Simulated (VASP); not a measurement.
# CsI: vibrations by perturbation theory with PBEsol

Crystal: CsI.

```
Cs I
1.0
     4.52560    0.00000    0.00000
     0.00000    4.52560    0.00000
     0.00000    0.00000    4.52560
Cs I
1 1
Direct
  0.00000 0.00000 0.00000
  0.50000 0.50000 0.50000
```

```json
{
  "Program": "VASP 6.6.1",
  "Task": "vibrations by perturbation theory",
  "Functional": "PBEsol",
  "Potentials or basis": "VASP PAW PBE potentials, release 64 (Cs_sv, I)",
  "Cutoff": "500 eV",
  "k mesh": "6 × 6 × 6",
  "Occupations": "gaussian, width 0.01 eV",
  "Spin": "no spin polarisation",
  "Dipole correction": "no",
  "Further INCAR settings": "ALGO = Normal; EDIFF = 1e-08; NBANDS = 15; IBRION = 8; NSW = 1"
}
```

- Highest phonon frequency at Γ, LO-TO splitting left out: 57 cm⁻¹

Phonon frequencies in cm⁻¹ (negative: imaginary):
| q point | frequencies |
| --- | --- |
| (0.000, 0.000, 0.000) | 0 0 0 57 57 57 |

It took 85 s on 1 thread of Oxide Virtual Turin-like Processor, with other jobs on the host, peak memory 0.29 GiB.
